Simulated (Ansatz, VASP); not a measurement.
**One calculation of GaAs, two programs**

```
As Ga
1.0
     0.00000    2.88229    2.88229
     2.88229    0.00000    2.88229
     2.88229    2.88229    0.00000
As Ga
1 1
Direct
  0.75000 0.75000 0.75000
  0.00000 0.00000 0.00000
```

Change from the starting cell: volume scaled by 1.06.

Alike in both runs: task single point; functional revPBE; dispersion D3(BJ); k mesh 8 × 8 × 8; occupations methfessel-paxton of order 1, width 0.025 eV; collinear spin; fixed moment 1 μB.

|  | VASP | Ansatz |
| --- | --- | --- |
| version | VASP 6.6.1 | Ansatz 0.2.0 |
| potentials or method | VASP PAW PBE potentials, release 64 (As, Ga_d), cutoff 520 eV | all-electron LAPW, scalar-relativistic |

VASP gave:

| Item | Value |
| --- | --- |
| pressure (GPa) | 1.6 |
| size of the moment on the site where the two differ most (μB) | 0.32 |

Question: Estimate Ansatz's values.

Answer: Pressure (GPa): 1.5; size of the moment on the site where the two differ most (μB): 0.38.

VASP's potentials were made for PBE, not for revPBE. Site moments also hang on the region over which each program counts them. Ansatz ran all-electron here, and VASP with PAW potentials.
